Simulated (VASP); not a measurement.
# SiO2 (P4_2/mnm) in VASP: a series of runs, part 2 of 2

VASP 6.6.1. The steps go on from the part before.

**4. Single point, PBE (zz strain of +2 %)**

Input file INCAR:

```
SYSTEM = SiO2
ALGO = Normal
EDIFF = 1E-6
ENCUT = 520
GGA = PE
ISIF = 2
ISMEAR = -1
LASPH = .True.
LCHARG = .False.
LREAL = .False.
LWAVE = .False.
NBANDS = 25
NELM = 80
PREC = Accurate
SIGMA = 0.03
```

Input file KPOINTS:

```
k-points
0
Gamma
  6 6 9
  0 0 0
```

Input file POSCAR:

```
SiO2
1.0
    4.1801000000      0.0000000000      0.0000000000
    0.0000000000      4.1801000000      0.0000000000
    0.0000000000      0.0000000000      2.7211560000
Si O
2 4
Direct
    0.0000000000      0.0000000000      0.0000000000
    0.5000000000      0.5000000000      0.5000000000
    0.3067000000      0.3067000000      0.0000000000
    0.1933000000      0.8067000000      0.5000000000
    0.6933000000      0.6933000000      0.0000000000
    0.8067000000      0.1933000000      0.5000000000
```

Potentials or basis: VASP PAW PBE potentials, release 64 (Si, O).

On the command line:

```
cat potpaw_PBE.64/Si/POTCAR potpaw_PBE.64/O/POTCAR > POTCAR
mpirun -np 1 vasp_std > vasp.out
```

OUTCAR:

```text
SYSTEM = SiO2
   EDIFF = 1E-6
   ENCUT = 520
   GGA = PE
   ISIF = 2
   ISMEAR = -1
   LASPH = .True.
   LREAL = .False.
   NELM = 80
   PREC = Accurate

 ion  position               nearest neighbor table
   1  0.000  0.000  0.000-   4 1.78   6 1.78   4 1.78   6 1.78   5 1.81   3 1.81
   2  0.500  0.500  0.500-   3 1.78   5 1.78   3 1.78   5 1.78   4 1.81   6 1.81
   3  0.307  0.307  0.000-   2 1.78   2 1.78   1 1.81
   4  0.193  0.807  0.500-   1 1.78   1 1.78   2 1.81
   5  0.693  0.693  0.000-   2 1.78   2 1.78   1 1.81
   6  0.807  0.193  0.500-   1 1.78   1 1.78   2 1.81

  LATTYP: Found a simple tetragonal cell.
 ALAT       =     4.1801000000
 C/A-ratio  =     0.6509786847

  Lattice vectors:

 A1 = (   4.1801000000,   0.0000000000,   0.0000000000)
 A2 = (   0.0000000000,   4.1801000000,   0.0000000000)
 A3 = (   0.0000000000,   0.0000000000,   2.7211560000)

Analysis of symmetry for initial positions (statically):
=====================================================================
 Subroutine PRICEL returns:
 Original cell was already a primitive cell.

 Routine SETGRP: Setting up the symmetry group for a
 simple tetragonal supercell.

 Subroutine GETGRP returns: Found 16 space group operations
 (whereof  8 operations were pure point group operations)
 out of a pool of 16 trial point group operations.

The static configuration has the point symmetry D_2h.
 The point group associated with its full space group is D_4h.

Analysis of symmetry for dynamics (positions and initial velocities):
=====================================================================
 Subroutine PRICEL returns:
 Original cell was already a primitive cell.

 Routine SETGRP: Setting up the symmetry group for a
 simple tetragonal supercell.

 Subroutine GETGRP returns: Found 16 space group operations
 (whereof  8 operations were pure point group operations)
 out of a pool of 16 trial point group operations.

The dynamic configuration has the point symmetry D_2h.
 The point group associated with its full space group is D_4h.

 Subroutine INISYM returns: Found 16 space group operations
 (whereof  8 operations are pure point group operations),
 and found     1 'primitive' translations

----------------------------------------------------------------------------------------

                                     Primitive cell

  volume of cell :      47.5474

  direct lattice vectors                    reciprocal lattice vectors
     4.180100000  0.000000000  0.000000000     0.239228727  0.000000000  0.000000000
     0.000000000  4.180100000  0.000000000     0.000000000  0.239228727  0.000000000
     0.000000000  0.000000000  2.721156000     0.000000000  0.000000000  0.367490875

  length of vectors
     4.180100000  4.180100000  2.721156000     0.239228727  0.239228727  0.367490875

  position of ions in fractional coordinates (direct lattice)
     0.000000000  0.000000000  0.000000000
     0.500000000  0.500000000  0.500000000
     0.306700000  0.306700000  0.000000000
     0.193300000  0.806700000  0.500000000
     0.693300000  0.693300000  0.000000000
     0.806700000  0.193300000  0.500000000

  ion indices of the primitive-cell ions
   primitive index   ion index
                 1           1
[... 25 lines left out ...]
     0.000000000  0.000000000  0.000000000

 Subroutine IBZKPT returns following result:
 ===========================================

 Found     50 irreducible k-points:

 Following reciprocal coordinates:
            Coordinates               Weight
  0.000000  0.000000  0.000000      1.000000
  0.166667  0.000000  0.000000      4.000000
  0.333333  0.000000  0.000000      4.000000
  0.500000  0.000000  0.000000      2.000000
  0.166667  0.166667  0.000000      4.000000
  0.333333  0.166667  0.000000      8.000000
[... 16 lines left out ...]
  0.333333  0.000000  0.222222      8.000000
  0.500000  0.000000  0.222222      4.000000
 [... further k-points ...]
   k-points           NKPTS =     50   k-points in BZ     NKDIM =     50   number of bands    NBANDS=     25
   number of dos      NEDOS =    301   number of ions     NIONS =      6
   total plane-waves  NPLWV =  20480
   dimension x,y,z NGX =    32 NGY =   32 NGZ =   20
   dimension x,y,z NGXF=    64 NGYF=   64 NGZF=   40
   ions per type =               2   4
   NGX,Y,Z   is equivalent  to a cutoff of  12.73, 12.73, 12.22 a.u.
   NGXF,Y,Z  is equivalent  to a cutoff of  25.45, 25.45, 24.44 a.u.
 SYSTEM =  SiO2
   PREC   = accura    normal or accurate (medium, high low for compatibility)
   ISTART =      0    job   : 0-new  1-cont  2-samecut
   ICHARG =      2    charge: 1-file 2-atom 10-const
   ISPIN  =      1    spin polarized calculation?
   LNONCOLLINEAR =      F non collinear calculations
   LSORBIT =      F    spin-orbit coupling
   LASPH  =      T    aspherical Exc in radial PAW
   ENCUT  =  520.0 eV  38.22 Ry    6.18 a.u.   7.77  7.77  5.06*2*pi/ulx,y,z
   NELM   =     80;   NELMIN=  2; NELMDL= -5     # of ELM steps
   EDIFF  = 0.1E-05   stopping-criterion for ELM
   LREAL  =      F    real-space projection
   EDIFFG = 0.1E-04   stopping-criterion for IOM
   NSW    =      0    number of steps for IOM
   IBRION =     -1    ionic relax: 0-MD 1-quasi-New 2-CG
   NFREE  =      0    steps in history (QN), initial steepest desc. (CG)
   ISIF   =      2    stress and relaxation
   ISYM   =      2    0-nonsym 1-usesym 2-fastsym
   POTIM  = 0.5000    time-step for ionic-motion
   TEBEG  =    0.0;   TEEND  =   0.0 temperature during run
   PSTRESS=    0.0 pullay stress
   NELECT =      32.0000    total number of electrons
   NUPDOWN=      -1.0000    fix difference up-down
   EMIN   =  10.00;   EMAX   =-10.00  energy-range for DOS
   EFERMI =   0.00;   METHOD = LEGACY
   ISMEAR =    -1;   SIGMA  =   0.03  broadening in eV -4-tet -1-fermi 0-gaus
   EFERMI_NEDOS =   21; number of points for ismear=-14 and -15
   IALGO  =     38    algorithm
   IMIX   =      4    mixing-type and parameters
     AMIX     =   0.40;   BMIX     =  1.00
     AMIX_MAG =   1.60;   BMIX_MAG =  1.00
  volume/ion in A,a.u.               =       7.92        53.48
  Fermi-wavevector in a.u.,A,eV,Ry     =   1.434661  2.711116 28.004213  2.058252
  Thomas-Fermi vector in A             =   2.554045
   LORBIT       =      0    0 simple, 1 ext, 2 COOP (PROOUT), +10 PAW based schemes
   GGA     = PE    functional components
   LHFCALC =     F    Hartree Fock is set to
   AEXX    =    0.0000 exact exchange contribution
   IVDW    =     0    specifies the selected vdW correction
   LEPSILON=     F    determine dielectric tensor
   LRPA    =     F    only Hartree local field effects (RPA)
 non-spin polarized calculation
  energy-cutoff  :      520.00
  volume of cell :       47.55
 maximum number of plane-waves:      1296
 NGX is ok and might be reduce to    32
   NGX = 15   NGY = 15   NGZ = 11

 number of electron      31.9999977 magnetization

 Free energy of the ion-electron system (eV)
  ---------------------------------------------------
  ext. energy  EPLUGINS =         0.00000000
  ---------------------------------------------------
  free energy    TOTEN  =       -46.28743879 eV

  energy without entropy =      -46.28743879  energy(sigma->0) =      -46.28743879

 E-fermi :   8.5469     XC(G=0): -12.1702

 val. band max:        7.9752086662   @ k =   0.0000   0.0000   0.0000
 cond. band min:      13.1545380994   @ k =   0.0000   0.0000   0.0000
 fundamental gap:      5.1793294332
 Fermi energy:         8.5469078927

 k-point     1 :       0.0000    0.0000    0.0000
  band No.  band energies     occupation
      1     -14.3751      2.00000
      2     -10.7928      2.00000
      3     -10.7928      2.00000
      4     -10.5722      2.00000
      5      -2.7411      2.00000
      6       1.7691      2.00000
[... 661 lines left out ...]
     24      20.4208      0.00000
     25      21.8002      0.00000

 [... further k-points ...]
[... 5 lines left out ...]
  --------------------------------------------------------------------------------------
  -------------------------------------------------------------------------------------
  Total        1.9587215      1.9587215     -0.7081228      0.0000000      0.0000000      0.0000000
  in kB       66.0019078     66.0019078    -23.8612038      0.0000000      0.0000000      0.0000000
  external PRESSURE =      36.0475373 kB  Pullay stress =       0.0000000 kB

 VOLUME and BASIS-vectors are now :
 -----------------------------------------------------------------------------
  energy-cutoff  :      520.00
  volume of cell :       47.55
      direct lattice vectors                 reciprocal lattice vectors
     4.180100000  0.000000000  0.000000000     0.239228727  0.000000000  0.000000000
     0.000000000  4.180100000  0.000000000     0.000000000  0.239228727  0.000000000
     0.000000000  0.000000000  2.721156000     0.000000000  0.000000000  0.367490875

 POSITION                                       TOTAL-FORCE (eV/Angst)
 -----------------------------------------------------------------------------------
      0.00000      0.00000      0.00000         0.000000     -0.000000     -0.000000
      2.09005      2.09005      1.36058         0.000000     -0.000000     -0.000000
      1.28204      1.28204      0.00000        -0.160124     -0.160124      0.000000
      0.80801      3.37209      1.36058         0.160124     -0.160124     -0.000000
      2.89806      2.89806      0.00000         0.160124      0.160124     -0.000000
      3.37209      0.80801      1.36058        -0.160124      0.160124     -0.000000
 -----------------------------------------------------------------------------------
    total drift:                                0.000000      0.000000      0.000000

  FREE ENERGIE OF THE ION-ELECTRON SYSTEM (eV)
  ---------------------------------------------------
  free  energy   TOTEN  =       -46.2874387935 eV

  energy  without entropy=      -46.2874387935  energy(sigma->0) =      -46.28743879
```

It took 26 s on 1 thread of Intel Xeon 6975P-C, shared host; peak memory 0.18 GiB.

Results:

```yaml
Free_energy: -46.2874 eV
Pressure: 3.6 GPa
Largest_force: 0.226 eV/Å
Band_gap_on_the_k_mesh: 5.18 eV, direct
```

Forces in eV/Å, atoms in the order of the input:
```
Si   0.000  0.000  0.000
Si   0.000  0.000  0.000
O   -0.160 -0.160  0.000
O    0.160 -0.160  0.000
O    0.160  0.160  0.000
O   -0.160  0.160  0.000
```

Levels at points of the mesh, in eV from the valence-band top:
```tsv
k point	band 13	band 14	band 15	band 16	band 17	band 18	band 19	band 20
(0.00, 0.00, 0.00)	-2.61	-0.84	-0.84	0.00	5.18	6.31	8.08	8.08
(0.50, 0.00, 0.00)	-2.73	-2.73	-1.03	-1.03	7.30	7.30	8.68	8.68
(0.50, 0.50, 0.00)	-2.64	-2.64	-2.14	-2.14	6.98	6.98	9.66	9.66
```

Caveat: the cell differs from its parent crystal (zz strain of +2 %). A k mesh can miss the band edges.

**5. Single point, PBE (equal xx and yy strain of -3 %)**

Input file INCAR:

```
SYSTEM = SiO2
PREC = Accurate
ENCUT = 520
EDIFF = 1E-6
ISMEAR = -1
SIGMA = 0.03
LREAL = .FALSE.
LASPH = .TRUE.
NELM = 80
ALGO = Normal
ISIF = 2
LWAVE = .FALSE.
LCHARG = .FALSE.
GGA = PE
NBANDS = 25
```

Input file KPOINTS:

```
regular mesh
0
G
  6 6 9
  0 0 0
```

POSCAR: that of step 4 with these lines changed.

```diff
@@ -2,5 +2,5 @@
 1.0
-    4.1801000000      0.0000000000      0.0000000000
-    0.0000000000      4.1801000000      0.0000000000
-    0.0000000000      0.0000000000      2.7211560000
+    4.0546970000      0.0000000000      0.0000000000
+    0.0000000000      4.0546970000      0.0000000000
+    0.0000000000      0.0000000000      2.6678000000
 Si O
```

On the command line:

```
cat potpaw_PBE.64/Si/POTCAR potpaw_PBE.64/O/POTCAR > POTCAR
mpirun -np 1 vasp_std > vasp.out
```

It took 69 s on 1 thread of Intel Xeon 8259CL, shared host; peak memory 0.17 GiB.

The run converged. Its results:

| Item | Value |
| --- | --- |
| Free energy | -45.8591 eV |
| Pressure | 33.3 GPa |
| Largest force | 0.801 eV/Å |
| Band gap on the k mesh | 6.45 eV, direct |

Forces in eV/Å, atoms in the order of the input:
```
Si   0.000  0.000  0.000
Si   0.000  0.000  0.000
O   -0.566 -0.566  0.000
O    0.566 -0.566  0.000
O    0.566  0.566  0.000
O   -0.566  0.566  0.000
```

Stress tensor (GPa, compression positive):
```
36.53  0.00  0.00
 0.00 36.53  0.00
 0.00  0.00 26.79
```

Levels at points of the mesh, in eV from the valence-band top:
```tsv
k point	band 13	band 14	band 15	band 16	band 17	band 18	band 19	band 20
(0.00, 0.00, 0.00)	-2.73	-0.86	-0.86	0.00	6.45	6.60	8.60	8.60
(0.50, 0.00, 0.00)	-2.95	-2.95	-1.11	-1.11	8.18	8.18	9.23	9.23
(0.50, 0.50, 0.00)	-2.84	-2.84	-2.36	-2.36	7.83	7.83	10.31	10.31
```

Caveat: the cell differs from its parent crystal (equal xx and yy strain of -3 %).

**6. Summary**

```csv
cell,gap on the mesh (eV),pressure (GPa),largest force (eV/Å)
"a = 4.180, b = 4.180, c = 2.588 Å, 6 atoms",6.28,24.1,0.34
"a = 4.180, b = 4.180, c = 2.641 Å, 6 atoms",5.84,15.1,0.27
"a = 4.180, b = 4.180, c = 2.721 Å, 6 atoms",5.18,3.6,0.23
"a = 4.055, b = 4.055, c = 2.668 Å, 6 atoms",6.45,33.3,0.80
```

Alike in all rows: task single point; level PBE; potentials or basis VASP PAW PBE potentials, release 64 (Si, O); no spin polarisation; k mesh 6 × 6 × 9; cutoff (eV) 520; smearing fermi-dirac 0.03 eV.

Total energies depend on the potentials used, so only differences within one code and one set of settings carry meaning.
